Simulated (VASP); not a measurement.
# Si (P1) in VASP: notebook

Runs on Si. Level: PBE. Tasks: single point.

All numbers are computed with VASP 6.6.1; they aren't measurements. Logs are shortened: lines on timing, memory, paths and dates and some standing lists are left out, and cuts for length are marked.

### 1 The cell of the first run

The typed cell holds 8 atoms: a = 5.110 Å, b = 5.110 Å, c = 7.478 Å, α = 107.01°, β = 107.05°, γ = 98.20°.

### 2 Single point, PBE (atom 1 (Si) moved by -0.495 Å along [0 1 0] and +0.990 Å along [0 0 1])

Contents of INCAR:

```
SYSTEM = Si
PREC = Accurate
ENCUT = 520
EDIFF = 1E-7
ISMEAR = 0
SIGMA = 0.05
LREAL = .FALSE.
LASPH = .TRUE.
NELM = 80
ALGO = Normal
ISIF = 2
LWAVE = .FALSE.
LCHARG = .TRUE.
GGA = PE
LELF = .TRUE.
LVHAR = .TRUE.
NBANDS = 26
```

Contents of KPOINTS:

```
regular mesh
0
G
  8 8 8
  0 0 0
```

Contents of POSCAR:

```
Si
1.0
    3.3455832253     -3.3455832253      1.9304179686
    3.3455832253      3.3455832253     -1.9304179686
   -3.3455832253      3.3455832253      5.7912539057
Si
8
Direct
    0.2545048963      0.2832428825      0.1805267636
    0.5893052538      0.3572210152      0.5893052538
    0.4106947462      0.6427789848      0.4106947462
    0.9106947462      0.6427789848      0.9106947462
    0.7320842385      0.0000000000      0.0893052538
    0.2320842386      0.0000000000      0.5893052538
    0.7679157615      0.0000000000      0.4106947462
    0.2679157614      0.0000000000      0.9106947462
```

Potentials or basis: VASP PAW PBE potentials, release 64 (Si).

On the command line:

```sh
> cat potpaw_PBE.64/Si/POTCAR > POTCAR
> mpirun -np 1 vasp_std > vasp.out
```

OUTCAR:

```text
SYSTEM = Si
   PREC = Accurate
   ENCUT = 520
   EDIFF = 1E-7
   ISMEAR = 0
   LREAL = .FALSE.
   LASPH = .TRUE.
   NELM = 80
   ISIF = 2
   GGA = PE

 ion  position               nearest neighbor table
   1  0.255  0.283  0.181-   3 1.98   8 2.14   5 2.63   2 2.91
   2  0.589  0.357  0.589-   4 2.36   3 2.36   6 2.39   7 2.39   1 2.91
   3  0.411  0.643  0.411-   1 1.98   2 2.36   6 2.39   7 2.39
   4  0.911  0.643  0.911-   2 2.36   8 2.39   5 2.39
   5  0.732  0.000  0.089-   8 2.36   7 2.36   4 2.39   1 2.63
   6  0.232  0.000  0.589-   7 2.36   8 2.36   2 2.39   3 2.39
   7  0.768  0.000  0.411-   6 2.36   5 2.36   3 2.39   2 2.39
   8  0.268  0.000  0.911-   1 2.14   5 2.36   6 2.36   4 2.39

  LATTYP: Found a base centered monoclinic cell.
 ALAT       =     7.7251383550
 B/A-ratio  =     0.8661549015
 C/A-ratio  =     0.9995512727
 COS(beta)  =    -0.4997756363

  Lattice vectors:

 A1 = (   3.3455832253,   3.3455832253,  -1.9304179686)
 A2 = (  -3.3455832253,   3.3455832253,  -1.9304179686)
 A3 = (   0.0000000000,   0.0000000000,   7.7216718743)

Analysis of symmetry for initial positions (statically):
=====================================================================
 Subroutine PRICEL returns:
 Original cell was already a primitive cell.

 Routine SETGRP: Setting up the symmetry group for a
 base centered monoclinic supercell.

 Subroutine GETGRP returns: Found  1 space group operations
 (whereof  1 operations were pure point group operations)
 out of a pool of  4 trial point group operations.

The static configuration has the point symmetry C_1 .

Analysis of symmetry for dynamics (positions and initial velocities):
=====================================================================
 Subroutine PRICEL returns:
 Original cell was already a primitive cell.

 Routine SETGRP: Setting up the symmetry group for a
 base centered monoclinic supercell.

 Subroutine GETGRP returns: Found  1 space group operations
 (whereof  1 operations were pure point group operations)
 out of a pool of  4 trial point group operations.

The dynamic configuration has the point symmetry C_1 .

 Subroutine INISYM returns: Found  1 space group operations
 (whereof  1 operations are pure point group operations),
 and found     1 'primitive' translations

----------------------------------------------------------------------------------------

                                     Primitive cell

  volume of cell :     172.8562

  direct lattice vectors                    reciprocal lattice vectors
     3.345583225 -3.345583225  1.930417969     0.149450773 -0.074725387  0.129505632
     3.345583225  3.345583225 -1.930417969     0.149450773  0.149450773  0.000000000
    -3.345583225  3.345583225  5.791253906     0.000000000  0.074725387  0.129505632

  length of vectors
     5.110026200  5.110026200  7.478266914     0.211402758  0.211355310  0.149517866

  position of ions in fractional coordinates (direct lattice)
     0.254504896  0.283242882  0.180526764
     0.589305254  0.357221015  0.589305254
     0.410694746  0.642778985  0.410694746
     0.910694746  0.642778985  0.910694746
     0.732084239  0.000000000  0.089305254
     0.232084239  0.000000000  0.589305254
     0.767915761  0.000000000  0.410694746
     0.267915761  0.000000000  0.910694746

  ion indices of the primitive-cell ions
   primitive index   ion index
                 1           1
                 2           2
                 3           3
                 4           4
                 5           5
                 6           6
                 7           7
                 8           8

----------------------------------------------------------------------------------------

 KPOINTS: regular mesh

Automatic generation of k-mesh.
 Grid dimensions read from file:
 generate k-points for:    8    8    8

 Generating k-lattice:

  Cartesian coordinates                     Fractional coordinates (reciprocal lattice)
     0.018681347 -0.009340673  0.016188204     0.125000000  0.000000000 -0.000000000
     0.018681347  0.018681347  0.000000000     0.000000000  0.125000000  0.000000000
     0.000000000  0.009340673  0.016188204     0.000000000  0.000000000  0.125000000

  Length of vectors
     0.026425345  0.026419414  0.018689733

  Shift w.r.t. Gamma in fractional coordinates (k-lattice)
     0.000000000  0.000000000  0.000000000

 Subroutine IBZKPT returns following result:
 ===========================================

 Found    260 irreducible k-points:

 Following reciprocal coordinates:
            Coordinates               Weight
  0.000000  0.000000  0.000000      1.000000
  0.125000 -0.000000 -0.000000      2.000000
  0.000000  0.125000 -0.125000      2.000000
  0.250000 -0.000000 -0.000000      2.000000
  0.000000  0.250000 -0.250000      2.000000
  0.375000 -0.000000  0.000000      2.000000
[... 16 lines left out ...]
  0.125000 -0.250000  0.125000      2.000000
[... 37 lines left out ...]
   IALGO  =     38    algorithm
   IMIX   =      4    mixing-type and parameters
     AMIX     =   0.40;   BMIX     =  1.00
     AMIX_MAG =   1.60;   BMIX_MAG =  1.00
  volume/ion in A,a.u.               =      21.61       145.81
  Fermi-wavevector in a.u.,A,eV,Ry     =   0.933032  1.763175 11.844531  0.870548
  Thomas-Fermi vector in A             =   2.059691
   LORBIT       =      0    0 simple, 1 ext, 2 COOP (PROOUT), +10 PAW based schemes
   GGA     = PE    functional components
   LHFCALC =     F    Hartree Fock is set to
   AEXX    =    0.0000 exact exchange contribution
   IVDW    =     0    specifies the selected vdW correction
   LEPSILON=     F    determine dielectric tensor
   LRPA    =     F    only Hartree local field effects (RPA)
 non-spin polarized calculation
 Gauss-broadening in eV      SIGMA  =   0.05
  energy-cutoff  :      520.00
  volume of cell :      172.86
 maximum number of plane-waves:      4704
 NGX is ok and might be reduce to    40
   NGX = 19   NGY = 19   NGZ = 27

 number of electron      32.0000000 magnetization

 Free energy of the ion-electron system (eV)
  ---------------------------------------------------
  ext. energy  EPLUGINS =         0.00000000
  ---------------------------------------------------
  free energy    TOTEN  =       -39.08984374 eV

  energy without entropy =      -39.08724786  energy(sigma->0) =      -39.08854580

 E-fermi :   5.1396     XC(G=0):  -9.0477

 val. band max:        5.1346839994   @ k =   0.3750  -0.3750   0.2500
 cond. band min:       5.1441204567   @ k =   0.5000   0.0000   0.5000
 fundamental gap:      0.0094364573
 Fermi energy:         5.1395818265

 k-point     1 :       0.0000    0.0000    0.0000
  band No.  band energies     occupation
      1      -7.0084      2.00000
      2      -4.7940      2.00000
      3      -3.7227      2.00000
      4      -2.6285      2.00000
      5      -2.3999      2.00000
      6      -0.8761      2.00000
[... 18 lines left out ...]
     25       8.7493      0.00000
     26       9.0187      0.00000

 k-point     2 :       0.1250   -0.0000   -0.0000
  band No.  band energies     occupation
      1      -6.9333      2.00000
      2      -4.8088      2.00000
      3      -3.6736      2.00000
      4      -2.8159      2.00000
      5      -2.6099      2.00000
      6      -0.9822      2.00000
[... 18 lines left out ...]
     25       8.9637      0.00000
     26       9.1843      0.00000

 k-point     3 :       0.0000    0.1250   -0.1250
  band No.  band energies     occupation
      1      -6.9322      2.00000
      2      -4.8245      2.00000
      3      -3.8210      2.00000
      4      -2.7740      2.00000
      5      -2.3552      2.00000
      6      -0.9267      2.00000
[... 572 lines left out ...]
 k-point    23 :       0.1250   -0.2500    0.1250
  band No.  band energies     occupation
      1      -6.7049      2.00000
      2      -4.7256      2.00000
      3      -4.1046      2.00000
      4      -3.0245      2.00000
      5      -2.7178      2.00000
      6      -0.7245      2.00000
[... 18 lines left out ...]
     25       9.0118      0.00000
     26       9.8537      0.00000

 k-point    24 :      -0.1250    0.1250    0.0000
  band No.  band energies     occupation
      1      -6.8918      2.00000
      2      -4.7204      2.00000
      3      -3.8039      2.00000
      4      -2.8988      2.00000
      5      -2.6522      2.00000
      6      -0.7213      2.00000
[... 18 lines left out ...]
     25       9.1743      0.00000
     26       9.4829      0.00000

 [... further k-points ...]

------------------------ aborting loop because EDIFF is reached ----------------------------------------

  FORCE on cell =-STRESS in cart. coord.  units (eV):
  Direction    XX          YY          ZZ          XY          YZ          ZX
  --------------------------------------------------------------------------------------
  -------------------------------------------------------------------------------------
  Total        1.0706343     10.5306560      2.5222312      3.8974207      6.6692831      1.8897462
  in kB        9.9235420     97.6070064     23.3781673     36.1245839     61.8165444     17.5157630
  external PRESSURE =      43.6362386 kB  Pullay stress =       0.0000000 kB

 VOLUME and BASIS-vectors are now :
 -----------------------------------------------------------------------------
  energy-cutoff  :      520.00
  volume of cell :      172.86
      direct lattice vectors                 reciprocal lattice vectors
     3.345583225 -3.345583225  1.930417969     0.149450773 -0.074725387  0.129505632
     3.345583225  3.345583225 -1.930417969     0.149450773  0.149450773  0.000000000
    -3.345583225  3.345583225  5.791253906     0.000000000  0.074725387  0.129505632

 POSITION                                       TOTAL-FORCE (eV/Angst)
 -----------------------------------------------------------------------------------
      1.19511      0.70011      0.99000        -4.036399     -1.166676     -3.566356
      1.19511      1.19511      3.86084        -0.046573     -0.197393      0.394291
      2.15047      2.15047      1.93042         3.341157      4.464150      2.960022
      2.15047      2.15047      5.79125        -0.045684     -0.131472      0.706152
      2.15047     -2.15047      1.93042         0.790901     -0.863570      0.910782
     -1.19511      1.19511      3.86084         0.222789      0.123175     -0.344632
      1.19511     -1.19511      3.86084        -0.110516      0.018173     -0.140727
     -2.15047      2.15047      5.79125        -0.115675     -2.246387     -0.919532
 -----------------------------------------------------------------------------------
    total drift:                                0.000025      0.000014     -0.000009

  FREE ENERGIE OF THE ION-ELECTRON SYSTEM (eV)
  ---------------------------------------------------
  free  energy   TOTEN  =       -39.0898437430 eV

  energy  without entropy=      -39.0872478614  energy(sigma->0) =      -39.08854580
```

Run time: 10 min. Hardware: 1 thread of Intel Xeon 6975P-C (Granite Rapids), shared host; peak memory 0.83 GiB.

Results:

```
Free energy            : -39.0898 eV
Pressure               : 4.4 GPa
Largest force          : 6.313 eV/Å
Band gap on the k mesh : zero (bands 16 and 17 overlap by 0.68 eV)
```

Forces on the atoms (eV/Å):
```
Si  -4.036 -1.167 -3.566
Si  -0.047 -0.197  0.394
Si   3.341  4.464  2.960
Si  -0.046 -0.131  0.706
Si   0.791 -0.864  0.911
Si   0.223  0.123 -0.345
Si  -0.111  0.018 -0.141
Si  -0.116 -2.246 -0.920
```

Levels at points of the mesh, in eV from the Fermi level:
| k point | band 13 | band 14 | band 15 | band 16 | band 17 | band 18 | band 19 | band 20 |
| --- | --- | --- | --- | --- | --- | --- | --- | --- |
| (0.00, 0.00, 0.00) | -2.06 | -1.36 | -0.52 | -0.04 | 0.35 | 0.82 | 1.54 | 1.61 |
| (0.50, 0.00, 0.00) | -1.97 | -1.87 | -1.35 | -1.28 | 0.64 | 1.33 | 1.99 | 2.54 |
| (0.00, 0.50, 0.50) | -2.39 | -1.96 | -1.33 | -1.08 | 0.80 | 1.05 | 2.21 | 2.27 |
| (0.00, 0.50, 0.00) | -1.88 | -1.57 | -1.15 | -0.34 | 0.40 | 0.75 | 1.69 | 2.02 |
| (0.50, 0.00, 0.50) | -1.98 | -1.76 | -1.18 | 0.00 | 0.50 | 1.52 | 1.72 | 2.03 |
| (0.50, 0.50, 0.00) | -1.46 | -1.09 | -0.77 | 0.07 | 1.68 | 2.28 | 2.72 | 3.17 |
| (0.00, 0.00, 0.50) | -2.59 | -1.73 | -1.34 | -0.89 | -0.32 | 1.03 | 1.38 | 1.83 |
| (0.50, 0.50, 0.50) | -1.27 | -0.56 | -0.36 | 0.19 | 0.51 | 1.20 | 2.27 | 2.59 |

Caveat: the cell differs from its parent crystal (atom 1 (Si) moved by -0.495 Å along [0 1 0] and +0.990 Å along [0 0 1]); the stress differs along the axes, from 1 to 10 GPa; semilocal functionals underestimate gaps, and a narrow one can read as zero; forces of over 1 eV/Å act on the atoms, so gaps and moduli don't describe the material at rest.

### 3 Single point, PBE (atom 1 (Si) moved by +0.495 Å along [0 1 0] and +0.990 Å along [0 0 1])

Contents of INCAR:

```
  PREC = Accurate
  ENCUT = 520
  EDIFF = 1E-6
  ISMEAR = 0
  SIGMA = 0.05
  LREAL = F
  LASPH = T
  NELM = 100
  ALGO = Normal
  ISIF = 2
  LWAVE = F
  LCHARG = T
  GGA = PE
  LELF = T
  LVHAR = T
  NBANDS = 26
```

Contents of KPOINTS:

```
regular mesh
0
Gamma
  8 8 8
```

Changes to POSCAR since step 2:

```diff
@@ -8,3 +8,3 @@
 Direct
-    0.2545048963      0.2832428825      0.1805267636
+    0.1805267636      0.4311991480      0.2545048964
     0.5893052538      0.3572210152      0.5893052538
```

Potentials or basis: VASP PAW PBE potentials, release 64 (Si).

On the command line:

```sh
> cat potpaw_PBE.64/Si/POTCAR > POTCAR
> mpirun -np 1 vasp_std > vasp.out
```

Wall time 37 min (1 thread of Intel Xeon 8259CL, shared host); peak memory 0.84 GiB.

It converged, with:

```yaml
Free_energy: -25.4253 eV
Pressure: 23.2 GPa
Largest_force: 59.345 eV/Å
Band_gap_on_the_k_mesh: zero (bands 16 and 17 overlap by 0.36 eV)
```

Forces in eV/Å, atoms in the order of the input:
```
Si  -39.225 -19.701 -39.939
Si   -0.186  -0.068   0.576
Si   38.267  18.085  37.322
Si    0.085   0.083   1.011
Si    0.640  -0.036   0.540
Si    0.117   0.970   0.382
Si    0.296  -0.020  -0.082
Si    0.006   0.687   0.190
```

Stress tensor (GPa, compression positive):
```
31.67 16.22 32.26
16.22  6.92 15.28
32.26 15.28 30.98
```

Levels at points of the mesh, in eV from the Fermi level:
```tsv
k point	band 12	band 13	band 14	band 15	band 16	band 17	band 18	band 19	band 20	band 21
(0.00, 0.00, 0.00)	-2.84	-1.64	-1.43	-0.51	-0.26	0.14	0.22	1.03	1.39	1.80
(0.50, 0.00, 0.00)	-2.80	-2.43	-1.99	-1.80	-0.52	0.08	1.38	1.71	2.42	2.48
(0.00, 0.50, 0.50)	-2.92	-2.33	-2.04	-1.63	-0.86	0.26	1.15	1.54	2.02	2.66
(0.00, 0.50, 0.00)	-2.62	-2.10	-1.82	-1.33	-0.75	0.28	0.44	1.52	1.82	2.47
(0.50, 0.00, 0.50)	-2.25	-2.13	-1.95	-1.60	-0.40	-0.02	1.31	1.36	1.68	1.90
(0.50, 0.50, 0.00)	-3.10	-2.09	-1.57	-0.96	0.15	1.36	2.28	2.67	2.83	3.07
(0.00, 0.00, 0.50)	-3.02	-2.69	-2.18	-2.01	-0.97	0.40	0.69	1.13	1.29	2.27
(0.50, 0.50, 0.50)	-2.25	-1.82	-0.75	-0.28	-0.12	0.39	1.23	1.97	2.22	2.66
```

Caveat: the cell differs from its parent crystal (atom 1 (Si) moved by +0.495 Å along [0 1 0] and +0.990 Å along [0 0 1]); atoms lie so close that the PAW spheres overlap strongly, which falsifies energies and pressures; the stress differs along the axes, from 7 to 32 GPa; semilocal functionals underestimate gaps, and a narrow one can read as zero; forces of over 1 eV/Å act on the atoms, so gaps and moduli don't describe the material at rest.

### 4 Single point, PBE (atom 1 (Si) moved by -0.495 Å along [0 1 0] and +0.495 Å along [0 0 1])

Contents of INCAR:

```
SYSTEM = Si
PREC = Accurate
ENCUT = 520
EDIFF = 1E-7
ISMEAR = 0
SIGMA = 0.05
LREAL = .False.
LASPH = .True.
NELM = 60
ALGO = Normal
ISIF = 2
LWAVE = .False.
LCHARG = .False.
GGA = PE
NBANDS = 26
```

Contents of KPOINTS:

```
Automatic mesh
0
Gamma
  8 8 8
  0 0 0
```

Changes to POSCAR since step 3:

```diff
@@ -8,3 +8,3 @@
 Direct
-    0.1805267636      0.4311991480      0.2545048964
+    0.1903996083      0.2832428825      0.1164214755
     0.5893052538      0.3572210152      0.5893052538
```

On the command line:

```sh
> cat potpaw_PBE.64/Si/POTCAR > POTCAR
> mpirun -np 1 vasp_std > vasp.out
```

It took 20 min on 1 thread of Intel Xeon 8259CL, shared host; peak memory 0.84 GiB.

The run converged. Its results:

- Free energy: -40.1238 eV
- Pressure: 3.6 GPa
- Largest force: 8.175 eV/Å
- Band gap on the k mesh: zero (bands 16 and 17 overlap by 0.53 eV)

Forces on the atoms (eV/Å):
```
Si  -0.867  8.094 -0.749
Si   0.133 -0.026  0.285
Si   0.549  0.240  0.829
Si  -0.440 -0.670  0.998
Si   0.589 -0.670  0.577
Si   0.125  0.013 -0.376
Si  -0.098  0.043 -0.038
Si   0.010 -7.024 -1.527
```

Stress tensor (GPa, compression positive):
```
-1.27 -0.13  0.60
-0.13 11.84  4.70
 0.60  4.70  0.38
```

Levels at points of the mesh, in eV from the Fermi level:
| k point | band 13 | band 14 | band 15 | band 16 | band 17 | band 18 | band 19 | band 20 |
| --- | --- | --- | --- | --- | --- | --- | --- | --- |
| (0.00, 0.00, 0.00) | -1.95 | -1.55 | -0.65 | -0.57 | 0.47 | 1.06 | 1.47 | 1.72 |
| (0.50, 0.00, 0.00) | -2.32 | -1.98 | -1.68 | -1.56 | 0.85 | 1.26 | 1.84 | 2.41 |
| (0.00, 0.50, 0.50) | -2.63 | -2.10 | -1.58 | -1.23 | 0.92 | 0.94 | 2.26 | 2.53 |
| (0.00, 0.50, 0.00) | -1.92 | -1.80 | -1.41 | -0.69 | 0.49 | 1.28 | 1.80 | 1.96 |
| (0.50, 0.00, 0.50) | -2.16 | -1.77 | -1.24 | -0.67 | 1.01 | 1.24 | 1.47 | 2.08 |
| (0.50, 0.50, 0.00) | -1.49 | -1.27 | -0.93 | -0.35 | 1.96 | 2.61 | 2.70 | 3.07 |
| (0.00, 0.00, 0.50) | -2.69 | -2.39 | -1.52 | -1.34 | -0.02 | 0.93 | 1.50 | 1.71 |
| (0.50, 0.50, 0.50) | -1.42 | -0.59 | -0.06 | 0.12 | 0.52 | 1.04 | 2.09 | 2.77 |

Caveat: the cell differs from its parent crystal (atom 1 (Si) moved by -0.495 Å along [0 1 0] and +0.495 Å along [0 0 1]); the stress differs along the axes, from -1 to 12 GPa; semilocal functionals underestimate gaps, and a narrow one can read as zero; forces of over 1 eV/Å act on the atoms, so gaps and moduli don't describe the material at rest.

### 5 The runs side by side

```tsv
cell	gap on the mesh (eV)	pressure (GPa)	largest force (eV/Å)
as given, atomic positions A	none	4.4	6.31
as given, atomic positions B	none	23.2	59.35
as given, atomic positions C	none	3.6	8.17
```

Alike in all rows: task single point; level PBE; potentials or basis VASP PAW PBE potentials, release 64 (Si); no spin polarisation; k mesh 8 × 8 × 8; cutoff (eV) 520; smearing gaussian 0.05 eV.

Caveats: semilocal functionals underestimate gaps, and a narrow one can read as zero; forces of over 1 eV/Å act on the atoms, so gaps and moduli don't describe the material at rest; the stress differs along the axes, from 1 to 10 GPa (at least some runs); atoms lie so close that the PAW spheres overlap strongly, which falsifies energies and pressures (at least some runs); the stress differs along the axes, from 7 to 32 GPa (at least some runs); the stress differs along the axes, from -1 to 12 GPa (at least some runs).

Total energies depend on the potentials used, so only differences within one code and one set of settings carry meaning.

The gap in the log of VASP goes by the Fermi energy; the results here count the filled bands.